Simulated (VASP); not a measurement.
# SrCo3: single point with PBE

SrCo3:

```
CELL_PARAMETERS angstrom
4.00683 0.00000 0.00000
0.00000 4.00683 0.00000
0.00000 0.00000 4.00683
ATOMIC_POSITIONS crystal
Sr 0.00000 0.00000 0.00000
Co 0.00000 0.50000 0.50000
Co 0.50000 0.50000 0.00000
Co 0.50000 0.00000 0.50000
```

```
Program                : VASP 6.6.1
Task                   : single point
Functional             : PBE
Potentials or basis    : VASP PAW PBE potentials, release 64 (Sr_sv, Co)
Cutoff                 : 520 eV
k mesh                 : 8 × 8 × 8
Occupations            : gaussian, width 0.05 eV
Spin                   : collinear spin, ferromagnetic start
Starting moments       : [0.0, 1.5, 1.5, 1.5] μB
Dipole correction      : no
Further INCAR settings : ALGO = Normal; EDIFF = 1e-06; NBANDS = 30
```

The pressure is 0.4 GPa, the net moment is 4.15 μB per cell and the site moments are Sr -0.11; Co +1.50 μB. The valence electrons inside the program's atomic spheres are Sr 8.33; Co 7.97.

Levels at points of the mesh, in eV from the Fermi level:
Spin up:
```csv
k point,band 18,band 19,band 20,band 21,band 22,band 23
"(0.00, 0.00, 0.00)",-0.65,-0.65,-0.65,3.06,3.06,3.27
"(0.50, 0.00, 0.00)",-1.29,-1.08,-1.08,-0.65,2.63,2.63
"(0.50, 0.50, 0.00)",-1.45,-1.25,-0.97,-0.27,1.07,1.07
"(0.50, 0.50, 0.50)",-0.82,-0.82,-0.37,1.62,1.62,1.62
```
Spin down:
```
           k point  band 13  band 14  band 15  band 16  band 17  band 18  band 19  band 20  band 21  band 22
(0.00, 0.00, 0.00)    -0.41    -0.41     0.61     0.61     0.79     0.79     0.79     1.06     3.26     3.26
(0.50, 0.00, 0.00)    -0.87    -0.87    -0.04    -0.04     0.01     0.11     0.27     0.72     0.79     2.84
(0.50, 0.50, 0.00)    -0.58    -0.58    -0.42    -0.16    -0.01     0.12     0.13     0.14     0.14     2.02
(0.50, 0.50, 0.50)    -0.20    -0.20    -0.14    -0.14    -0.14     0.85     0.85     0.85     2.31     2.31
```

Wall time 60 s on 1 thread of AMD EPYC 9R45 96-Core Processor (Zen 5) (shared host), peak memory 0.22 GiB.
